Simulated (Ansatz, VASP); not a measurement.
Two plane-wave programs on MgO

File POSCAR:

```
MgO
1.0
    2.9380209034      0.0000000000      0.0000000000
   -1.4690104517      2.5444007392      0.0000000000
    0.0000000000      0.0000000000      2.6796800000
Mg O
1 1
Direct
    0.0000000000      0.0000000000      0.0000000000
    0.3333333333      0.6666666667      0.5000000000
```

File INCAR.step1:

```
PREC = Accurate
ENCUT = 600
EDIFF = 1E-5
ISMEAR = -1
SIGMA = 0.05
LREAL = F
LASPH = T
NELM = 60
ALGO = Normal
LWAVE = T
LCHARG = F
GGA = PE
NBANDS = 11
```

INCAR.step2

```
PREC = Accurate
ENCUT = 600
EDIFF = 1E-7
ISMEAR = -1
SIGMA = 0.05
LREAL = F
LASPH = T
NELM = 60
ALGO = Normal
ISIF = 3
LWAVE = F
LCHARG = F
GGA = PE
LHFCALC = T
AEXX = 0.25
PRECFOCK = Normal
IBRION = 2
NSW = 60
EDIFFG = -0.01
ISTART = 1
```

Contents of KPOINTS:

```
Automatic mesh
0
Gamma
  5 5 5
```

Contents of input:

```
crystal:
  lattice:
    - [2.9380209034, 0.0, 0.0]
    - [-1.4690104517, 2.5444007392, 0.0]
    - [0.0, 0.0, 2.67968]
  atoms:
    - { symbol: Mg, position: [0.0, 0.0, 0.0] }
    - { symbol: O, position: [0.3333333333, 0.6666666667, 0.5] }
hamiltonian:
  xc: pbe0
  pseudopotentials: { kind: paw }
kpoints:
  mp_grid: { grid: [5, 5, 5] }
scf:
  occupations: { method: fermi_dirac, width: 0.05 }
output:
  forces: true
  stress: true
  eigenvalues: true
relax:
  f_tol: 0.01
  max_steps: 40
  cell: { stress_tol: 0.05 }
```

Alike in both runs: task relaxation of cell and atoms; functional PBE0; k mesh 5 × 5 × 5; occupations fermi-dirac, width 0.05 eV; no spin polarisation.

```csv
,VASP,Ansatz
version,VASP 6.6.1,Ansatz 0.2.0
potentials or method,"VASP PAW PBE potentials, release 64 (Mg, O)",Ansatz PAW
plane-wave cutoff (eV),600,420
valence electrons in the cell,8,16
```

```tsv
	VASP	Ansatz	Ansatz less VASP
gap on the k mesh at the Fermi level, each at its own relaxed structure (eV)	5.72	5.69	-0.027
relaxed volume (Å³/atom)	9.59	9.63	+0.045
relaxed cell length with the largest relative difference (Å)	2.895	2.900	+0.0047
```

VASP's potentials hold 8 valence electrons a cell and Ansatz's 16, so a difference there can come from the potentials and not from the codes.

The k mesh is coarse, so the values compare programs but aren't converged. Noted on Ansatz's run: odd divisions of the mesh miss points on the zone boundary, where band edges often lie, so the gap on the mesh can be too wide; the plane-wave basis is chosen anew once the cell has moved, so the energies of steps on either side of that aren't comparable.
